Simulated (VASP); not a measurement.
Wanted: the native input for a VASP 6.6.1 run.

| Item | Value |
| --- | --- |
| Task | single point |
| Functional | PBE |
| Potentials or basis | VASP PAW PBE potentials, release 64 (C) |
| Cutoff | 600 eV |
| k mesh | 8 × 8 × 8 |
| Occupations | gaussian, width 0.01 eV |
| Spin | no spin polarisation |
| Dipole correction | no |
| Further INCAR settings | ALGO = Normal; EDIFF = 1e-06; NBANDS = 11 |

The structure of C lies in POSCAR:

```
C
1.0
    0.0000000000      1.7801243320      1.7801243320
    1.7801243320      0.0000000000      1.7801243320
    1.7801243320      1.7801243320      0.0000000000
C
2
Direct
    0.0000000000      0.0000000000      0.0000000000
    0.2500000000      0.2500000000      0.2500000000
```

The input as run:

INCAR

```
PREC = Accurate
ENCUT = 600
EDIFF = 1E-6
ISMEAR = 0
SIGMA = 0.01
LREAL = F
LASPH = T
NELM = 120
ALGO = Normal
ISIF = 2
LWAVE = F
LCHARG = F
GGA = PE
NBANDS = 11
GGA_COMPAT = F
```

KPOINTS

```
regular mesh
0
Gamma
  8 8 8
```

Potentials or basis: VASP PAW PBE potentials, release 64 (C).

Run with:

```sh
$ cat potpaw_PBE.64/C/POTCAR > POTCAR
$ mpirun -np 1 vasp_std > vasp.out
```

Results of the run:

```yaml
Pressure: 4.2 GPa
Band_gap_on_the_k_mesh: 4.14 eV, indirect (least direct gap 5.61 eV)
```

It used 4.4 s of CPU time on 1 thread of AMD EPYC 7R13 Processor (Zen 3), on a shared host.
